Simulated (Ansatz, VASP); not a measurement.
## Al: VASP beside Ansatz

```
Al
1.0
     2.85229    0.00000    0.00000
    -1.42615    2.47016    0.00000
     0.00000    0.00000    8.99728
Al
4
Direct
  0.00000 0.00000 0.00000
  0.33333 0.66667 0.25000
  0.00000 0.00000 0.50000
  0.66667 0.33333 0.75000
```

Alike in both runs: task single point; functional PBE; dispersion D3(BJ); k mesh 18 × 18 × 6; occupations gaussian, width 0.15 eV; no spin polarisation.

```csv
,VASP,Ansatz
version,VASP 6.6.1,Ansatz 0.2.0
potentials or method,"VASP PAW PBE potentials, release 64 (Al), cutoff 520 eV","scalar-relativistic, plane waves, PAW"
valence electrons in the cell,12,12
```

```csv
,VASP,Ansatz,Ansatz less VASP
gap on the k mesh at the Fermi level (eV),none,none,-
pressure (GPa),0.1,0.1,0.00
"traceless stress, the component that is largest in VASP (GPa)",2.40,2.40,-0.002
```

A gap of «none» marks a metal or a gap that the smearing closes.
